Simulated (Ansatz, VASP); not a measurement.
# PtSe2 in VASP and in Ansatz

File INCAR:

```
PREC     = Accurate       # precision mode
ENCUT    = 520            # plane-wave cutoff, eV
EDIFF    = 1E-7           # SCF threshold, eV
ISMEAR   = 0              # smearing method
SIGMA    = 0.15           # smearing width, eV
LREAL    = F              # projectors in reciprocal space
LASPH    = T              # aspherical terms in the spheres
NELM     = 100            # most SCF steps
ALGO     = Normal         # electronic algorithm
ISIF     = 2              # what is computed and relaxed
LWAVE    = F              # write WAVECAR
LCHARG   = F              # write CHGCAR
GGA      = PE             # functional
NBANDS   = 18             # bands
```

File KPOINTS:

```
Automatic mesh
0
Gamma
  12 12 10
```

The input POSCAR:

```
PtSe2
1.0
    3.7240006046      0.0000000000      0.0000000000
   -1.8620003023      3.2250791273      0.0000000000
    0.0000000000      0.0000000000      5.0620000000
Pt Se
1 2
Direct
    0.0000000000      0.0000000000      0.0000000000
    0.3372092072      0.6744184145      0.2500000000
    0.6705425406      0.3410850811      0.7500000000
```

Input for Ansatz:

```yaml
crystal:
  lattice:
    - [3.7240006046, 0.0, 0.0]
    - [-1.8620003023, 3.2250791273, 0.0]
    - [0.0, 0.0, 5.062]
  atoms:
    - { symbol: Pt, position: [0.0, 0.0, 0.0] }
    - { symbol: Se, position: [0.3372092072, 0.6744184145, 0.25] }
    - { symbol: Se, position: [0.6705425406, 0.3410850811, 0.75] }
basis:
  ecutwfc: 420
kpoints:
  mp_grid: { grid: [12, 12, 10] }
hamiltonian:
  xc: pbe
scf:
  occupations: { method: gaussian, width: 0.15 }
output:
  forces: true
  stress: true
  eigenvalues: true
```

Change from the starting cell: all Se atoms moved +0.025 Å, as atom 2 along Cartesian [0 1 0].

Alike in both runs: task single point; functional PBE; k mesh 12 × 12 × 10; occupations gaussian, width 0.15 eV; no spin polarisation.

|  | VASP | Ansatz |
| --- | --- | --- |
| version | VASP 6.6.1 | Ansatz 0.2.0 |
| potentials or method | VASP PAW PBE potentials, release 64 (Pt, Se), cutoff 520 eV | scalar-relativistic, plane waves, PAW |
| valence electrons in the cell | 22 | 50 |

```tsv
	VASP	Ansatz	Ansatz less VASP
gap on the k mesh at the Fermi level (eV)	none	none	-
pressure (GPa)	7.3	7.4	+0.01
traceless stress, the component that is largest in VASP (GPa)	-1.34	-1.33	+0.010
rms of the force components (eV/Å)	0.321	0.318	-0.0027
```

Atom by atom the forces differ by 0.003 eV/Å (rms over components). A gap of «none» marks a metal or a gap that the smearing closes. The functional is the same, so the differences come from potentials, cutoffs and numerics. VASP's potentials hold 22 valence electrons a cell and Ansatz's 50, so a difference there can come from the potentials and not from the codes.

Neither program's run includes spin-orbit coupling.
